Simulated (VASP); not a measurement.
# Li (R-3m) in VASP: a series of runs

Li is run at these levels: PBEsol; tasks: single point.

Program: VASP 6.6.1. These are calculated values, not measurements. Logs are shortened: lines on timing, memory, paths and dates and some standing lists are left out, and cuts for length are marked.

### 1 The cell of the first run

Symmetry: R-3m, No. 166, trigonal system. The conventional cell has a = 3.810 Å, b = 3.810 Å, c = 2.470 Å, α = 90.00°, β = 90.00°, γ = 120.00°. Within 3.1 Å of Li (site symmetry -3m) lie 14 Li at 2.35 to 2.75 Å.

### 2 Single point, PBEsol

INCAR reads:

```
SYSTEM = Li
  PREC = Accurate
  ENCUT = 520
  EDIFF = 1E-6
  ISMEAR = -1
  SIGMA = 0.08
  LREAL = .FALSE.
  LASPH = .TRUE.
  NELM = 60
  ALGO = Normal
  ISIF = 2
  LWAVE = .FALSE.
  LCHARG = .FALSE.
  GGA = PS
  NBANDS = 10
```

KPOINTS reads:

```
Automatic mesh
0
G
  15 15 15
  0 0 0
```

POSCAR reads:

```
Li
1.0
    1.9049498507     -1.0998233091      1.6469000224
    0.0000000000      2.1996466181      1.6469000224
   -1.9049498507     -1.0998233091      1.6469000224
Li
2
Direct
    0.2499863041      0.2499863041      0.2499863041
   -0.2499863041     -0.2499863041     -0.2499863041
```

Potentials or basis: VASP PAW PBE potentials, release 64 (Li_sv).

Run with:

```bash
$ cat potpaw_PBE.64/Li_sv/POTCAR > POTCAR
$ mpirun -np 1 vasp_std > vasp.out
```

OUTCAR:

```text
SYSTEM = Li
   PREC = Accurate
   ENCUT = 520
   EDIFF = 1E-6
   ISMEAR = -1
   LREAL = .FALSE.
   LASPH = .TRUE.
   NELM = 60
   ISIF = 2
   GGA = PS

 ion  position               nearest neighbor table
   1  0.250  0.250  0.250-   2 2.35   2 2.35   2 2.35   2 2.35   2 2.35   2 2.35   2 2.47   2 2.47

   2  0.750  0.750  0.750-   1 2.35   1 2.35   1 2.35   1 2.35   1 2.35   1 2.35   1 2.47   1 2.47

  LATTYP: Found a trigonal (rhomboedric) cell.
 ALAT       =     2.7478582439
 COS(alpha) =     0.0388117782

  Lattice vectors:

 A1 = (   1.9049498507,  -1.0998233091,   1.6469000224)
 A2 = (   0.0000000000,   2.1996466181,   1.6469000224)
 A3 = (  -1.9049498507,  -1.0998233091,   1.6469000224)

Analysis of symmetry for initial positions (statically):
=====================================================================
 Subroutine PRICEL returns:
 Original cell was already a primitive cell.

 Routine SETGRP: Setting up the symmetry group for a
 trigonal (rhombohedral) supercell.

 Subroutine GETGRP returns: Found 12 space group operations
 (whereof 12 operations were pure point group operations)
 out of a pool of 12 trial point group operations.

The static configuration has the point symmetry D_3d.

Analysis of symmetry for dynamics (positions and initial velocities):
=====================================================================
 Subroutine PRICEL returns:
 Original cell was already a primitive cell.

 Routine SETGRP: Setting up the symmetry group for a
 trigonal (rhombohedral) supercell.

 Subroutine GETGRP returns: Found 12 space group operations
 (whereof 12 operations were pure point group operations)
 out of a pool of 12 trial point group operations.

The dynamic configuration has the point symmetry D_3d.

 Subroutine INISYM returns: Found 12 space group operations
 (whereof 12 operations are pure point group operations),
 and found     1 'primitive' translations

----------------------------------------------------------------------------------------

                                     Primitive cell

  volume of cell :      20.7026

  direct lattice vectors                    reciprocal lattice vectors
     1.904949851 -1.099823309  1.646900022     0.262474101 -0.151539493  0.202400467
     0.000000000  2.199646618  1.646900022     0.000000000  0.303078986  0.202400467
    -1.904949851 -1.099823309  1.646900022    -0.262474101 -0.151539493  0.202400467

  length of vectors
     2.747858244  2.747858244  2.747858244     0.364448653  0.364448653  0.364448653

  position of ions in fractional coordinates (direct lattice)
     0.249986304  0.249986304  0.249986304
     0.750013696  0.750013696  0.750013696

  ion indices of the primitive-cell ions
   primitive index   ion index
                 1           1
                 2           2

----------------------------------------------------------------------------------------

 KPOINTS: Automatic mesh

Automatic generation of k-mesh.
 Grid dimensions read from file:
 generate k-points for:   15   15   15

 Generating k-lattice:

  Cartesian coordinates                     Fractional coordinates (reciprocal lattice)
     0.017498273 -0.010102633  0.013493364     0.066666667 -0.000000000 -0.000000000
     0.000000000  0.020205266  0.013493364     0.000000000  0.066666667  0.000000000
    -0.017498273 -0.010102633  0.013493364    -0.000000000 -0.000000000  0.066666667

  Length of vectors
     0.024296577  0.024296577  0.024296577

  Shift w.r.t. Gamma in fractional coordinates (k-lattice)
     0.000000000  0.000000000  0.000000000

 Subroutine IBZKPT returns following result:
 ===========================================

 Found    344 irreducible k-points:

 Following reciprocal coordinates:
            Coordinates               Weight
  0.000000  0.000000  0.000000      1.000000
  0.066667 -0.000000 -0.000000      6.000000
  0.133333 -0.000000 -0.000000      6.000000
  0.200000  0.000000 -0.000000      6.000000
  0.266667 -0.000000 -0.000000      6.000000
  0.333333  0.000000 -0.000000      6.000000
[... 16 lines left out ...]
  0.133333  0.133333 -0.000000      6.000000
  0.200000  0.133333 -0.000000     12.000000
 [... further k-points ...]
   k-points           NKPTS =    344   k-points in BZ     NKDIM =    344   number of bands    NBANDS=     10
   number of dos      NEDOS =    301   number of ions     NIONS =      2
   total plane-waves  NPLWV =   8000
   dimension x,y,z NGX =    20 NGY =   20 NGZ =   20
   dimension x,y,z NGXF=    40 NGYF=   40 NGZF=   40
   ions per type =               2
   NGX,Y,Z   is equivalent  to a cutoff of  12.10, 12.10, 12.10 a.u.
   NGXF,Y,Z  is equivalent  to a cutoff of  24.20, 24.20, 24.20 a.u.
 SYSTEM =  Li
   PREC   = accura    normal or accurate (medium, high low for compatibility)
   ISTART =      0    job   : 0-new  1-cont  2-samecut
   ICHARG =      2    charge: 1-file 2-atom 10-const
   ISPIN  =      1    spin polarized calculation?
   LNONCOLLINEAR =      F non collinear calculations
   LSORBIT =      F    spin-orbit coupling
   LASPH  =      T    aspherical Exc in radial PAW
   ENCUT  =  520.0 eV  38.22 Ry    6.18 a.u.   5.11  5.11  5.11*2*pi/ulx,y,z
   NELM   =     60;   NELMIN=  2; NELMDL= -5     # of ELM steps
   EDIFF  = 0.1E-05   stopping-criterion for ELM
   LREAL  =      F    real-space projection
   EDIFFG = 0.1E-04   stopping-criterion for IOM
   NSW    =      0    number of steps for IOM
   IBRION =     -1    ionic relax: 0-MD 1-quasi-New 2-CG
   NFREE  =      0    steps in history (QN), initial steepest desc. (CG)
   ISIF   =      2    stress and relaxation
   ISYM   =      2    0-nonsym 1-usesym 2-fastsym
   POTIM  = 0.5000    time-step for ionic-motion
   TEBEG  =    0.0;   TEEND  =   0.0 temperature during run
   PSTRESS=    0.0 pullay stress
   NELECT =       6.0000    total number of electrons
   NUPDOWN=      -1.0000    fix difference up-down
   EMIN   =  10.00;   EMAX   =-10.00  energy-range for DOS
   EFERMI =   0.00;   METHOD = LEGACY
   ISMEAR =    -1;   SIGMA  =   0.08  broadening in eV -4-tet -1-fermi 0-gaus
   EFERMI_NEDOS =   21; number of points for ismear=-14 and -15
   IALGO  =     38    algorithm
   IMIX   =      4    mixing-type and parameters
     AMIX     =   0.40;   BMIX     =  1.00
     AMIX_MAG =   1.60;   BMIX_MAG =  1.00
  volume/ion in A,a.u.               =      10.35        69.85
  Fermi-wavevector in a.u.,A,eV,Ry     =   1.083387  2.047304 15.969529  1.173727
  Thomas-Fermi vector in A             =   2.219452
   LORBIT       =      0    0 simple, 1 ext, 2 COOP (PROOUT), +10 PAW based schemes
   GGA     = PS    functional components
   LHFCALC =     F    Hartree Fock is set to
   AEXX    =    0.0000 exact exchange contribution
   IVDW    =     0    specifies the selected vdW correction
   LEPSILON=     F    determine dielectric tensor
   LRPA    =     F    only Hartree local field effects (RPA)
 non-spin polarized calculation
  energy-cutoff  :      520.00
  volume of cell :       20.70
 maximum number of plane-waves:       576
   NGX = 11   NGY = 11   NGZ = 11

 number of electron       6.0000033 magnetization

 Free energy of the ion-electron system (eV)
  ---------------------------------------------------
  ext. energy  EPLUGINS =         0.00000000
  ---------------------------------------------------
  free energy    TOTEN  =        -2.87479346 eV

  energy without entropy =       -2.85947784  energy(sigma->0) =       -2.86713565

 E-fermi :   3.1516     XC(G=0):  -8.8842

 val. band max:        3.1389045404   @ k =   0.4667   0.2667   0.0667
 cond. band min:       3.1521734537   @ k =   0.4667   0.3333   0.2667
 fundamental gap:      0.0132689132
 Fermi energy:         3.1515716217

 k-point     1 :       0.0000    0.0000    0.0000
  band No.  band energies     occupation
      1     -41.9987      2.00000
      2     -41.6415      2.00000
      3      -0.9411      2.00000
      4      11.4699      0.00000
      5      11.4699      0.00000
      6      11.9261      0.00000
      7      14.6539      0.00000
      8      14.6539      0.00000
      9      25.2610      0.00000
     10      26.5765      0.00000

 k-point     2 :       0.0667   -0.0000   -0.0000
  band No.  band energies     occupation
      1     -41.9938      2.00000
      2     -41.6442      2.00000
      3      -0.8959      2.00000
      4      10.5672      0.00000
      5      11.5529      0.00000
      6      11.8755      0.00000
      7      14.7458      0.00000
      8      15.8658      0.00000
      9      24.9711      0.00000
     10      26.0003      0.00000

 k-point     3 :       0.1333   -0.0000   -0.0000
  band No.  band energies     occupation
      1     -41.9795      2.00000
      2     -41.6529      2.00000
      3      -0.7600      2.00000
      4       8.9159      0.00000
      5      11.8013      0.00000
      6      12.1118      0.00000
      7      15.0212      0.00000
      8      18.0431      0.00000
      9      24.1468      0.00000
     10      24.6244      0.00000

 k-point     4 :       0.2000    0.0000   -0.0000
  band No.  band energies     occupation
      1     -41.9566      2.00000
      2     -41.6673      2.00000
      3      -0.5282      2.00000
      4       7.2971      0.00000
      5      12.2152      0.00000
      6      12.5335      0.00000
      7      15.4799      0.00000
      8      20.4533      0.00000
      9      22.9129      0.00000
     10      22.9553      0.00000
[... 222 lines left out ...]
 k-point    22 :      -0.0667    0.0667    0.0000
  band No.  band energies     occupation
      1     -41.9883      2.00000
      2     -41.6477      2.00000
      3      -0.8467      2.00000
      4      10.2766      0.00000
      5      10.9924      0.00000
      6      11.8206      0.00000
      7      15.4867      0.00000
      8      16.4934      0.00000
      9      24.7034      0.00000
     10      25.8998      0.00000

 k-point    23 :       0.1333    0.1333   -0.0000
  band No.  band energies     occupation
      1     -41.9642      2.00000
      2     -41.6602      2.00000
      3      -0.5963      2.00000
      4       8.4015      0.00000
      5      10.6150      0.00000
      6      12.2468      0.00000
      7      17.1577      0.00000
      8      19.0693      0.00000
      9      21.8141      0.00000
     10      24.1428      0.00000

 k-point    24 :       0.2000    0.1333   -0.0000
  band No.  band energies     occupation
      1     -41.9442      2.00000
      2     -41.6717      2.00000
      3      -0.3742      2.00000
      4       7.2526      0.00000
      5      10.6752      0.00000
      6      12.6506      0.00000
      7      17.8862      0.00000
      8      20.1970      0.00000
      9      21.0483      0.00000
     10      23.1599      0.00000

 [... further k-points ...]
[... 5 lines left out ...]
  --------------------------------------------------------------------------------------
  -------------------------------------------------------------------------------------
  Total        3.5849278      3.5849278      3.5909583      0.0000000     -0.0000000      0.0000000
  in kB      277.4380593    277.4380593    277.9047678      0.0000000     -0.0000000      0.0000000
  external PRESSURE =     277.5936288 kB  Pullay stress =       0.0000000 kB

 VOLUME and BASIS-vectors are now :
 -----------------------------------------------------------------------------
  energy-cutoff  :      520.00
  volume of cell :       20.70
      direct lattice vectors                 reciprocal lattice vectors
     1.904949851 -1.099823309  1.646900022     0.262474101 -0.151539493  0.202400467
     0.000000000  2.199646618  1.646900022     0.000000000  0.303078986  0.202400467
    -1.904949851 -1.099823309  1.646900022    -0.262474101 -0.151539493  0.202400467

 POSITION                                       TOTAL-FORCE (eV/Angst)
 -----------------------------------------------------------------------------------
      0.00000     -0.00000      1.23511         0.000000     -0.000000      0.000408
      0.00000     -0.00000      3.70559         0.000000      0.000000     -0.000408
 -----------------------------------------------------------------------------------
    total drift:                                0.000000      0.000000     -0.000000

  FREE ENERGIE OF THE ION-ELECTRON SYSTEM (eV)
  ---------------------------------------------------
  free  energy   TOTEN  =        -2.8747934647 eV

  energy  without entropy=       -2.8594778394  energy(sigma->0) =       -2.86713565
```

Run time: 13 s. Hardware: 1 thread of Intel Xeon 6975P-C (Granite Rapids), shared host; peak memory 0.16 GiB.

What came out:

```yaml
Free_energy: -2.8748 eV
Band_gap_on_the_k_mesh: zero (band 3 reaches 6.91 eV, above the bottom of band 4 at 2.35 eV)
```

Caveat: the cutoff is under 1.25 times the usual one of these potentials, so pressure, stress and relaxed cells hold a basis-set (Pulay) error; the PAW data sets were made with another functional, which shifts forces and pressure a little.

### 3 Single point, PBEsol

INCAR reads:

```
PREC = Accurate
ENCUT = 520
EDIFF = 1E-6
ISMEAR = -1
SIGMA = 0.08
LREAL = F
LASPH = T
NELM = 100
ALGO = Normal
ISIF = 2
LWAVE = F
LCHARG = T
GGA = PS
LELF = T
LVHAR = T
NBANDS = 10
```

KPOINTS reads:

```
Automatic mesh
0
Gamma
  15 15 15
```

POSCAR is that of step 2.

Potentials or basis: VASP PAW PBE potentials, release 64 (Li_sv).

Run with:

```bash
$ cat potpaw_PBE.64/Li_sv/POTCAR > POTCAR
$ mpirun -np 1 vasp_std > vasp.out
```

It took 13 s on 1 thread of Intel Xeon 6975P-C (Granite Rapids), shared host; peak memory 0.15 GiB.

Results (log left out):

| Item | Value |
| --- | --- |
| Free energy | -2.8748 eV |
| Band gap on the k mesh | zero (band 3 reaches 6.91 eV, above the bottom of band 4 at 2.35 eV) |

Levels at points of the mesh, in eV from the Fermi level:
```
           k point  band 1  band 2  band 3  band 4  band 5  band 6  band 7  band 8
(0.00, 0.00, 0.00)  -45.15  -44.79   -4.09    8.32    8.32    8.77   11.50   11.50
```

Caveat: the cutoff is under 1.25 times the usual one of these potentials, so pressure, stress and relaxed cells hold a basis-set (Pulay) error; the PAW data sets were made with another functional, which shifts forces and pressure a little.
